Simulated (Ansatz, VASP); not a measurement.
**Two plane-wave programs on Al**

```
CELL_PARAMETERS angstrom
0.00000 2.02131 2.02131
2.02131 0.00000 2.02131
2.02131 2.02131 0.00000
ATOMIC_POSITIONS crystal
Al 0.00000 0.00000 0.00000
```

Alike in both runs: functional PBE; k mesh 8 × 8 × 8; occupations gaussian, width 0.1 eV; no spin polarisation.

Ansatz relaxed the structure, and its values are those at the end. VASP's run is a single point on that final structure, the one shown.

|  | VASP | Ansatz |
| --- | --- | --- |
| version | VASP 6.6.1 | Ansatz 0.2.0 |
| potentials or method | VASP PAW PBE potentials, release 64 (Al) | scalar-relativistic, plane waves, PAW |
| plane-wave cutoff (eV) | 500 | 420 |
| valence electrons in the cell | 3 | 3 |

|  | VASP | Ansatz | Ansatz less VASP |
| --- | --- | --- | --- |
| gap on the k mesh at the Fermi level (eV) | none | none | - |
| pressure (GPa) | 0.0 | 0.0 | +0.04 |

A gap of «none» marks a metal or a gap that the smearing closes. The functional is the same, so the differences come from potentials, cutoffs and numerics.
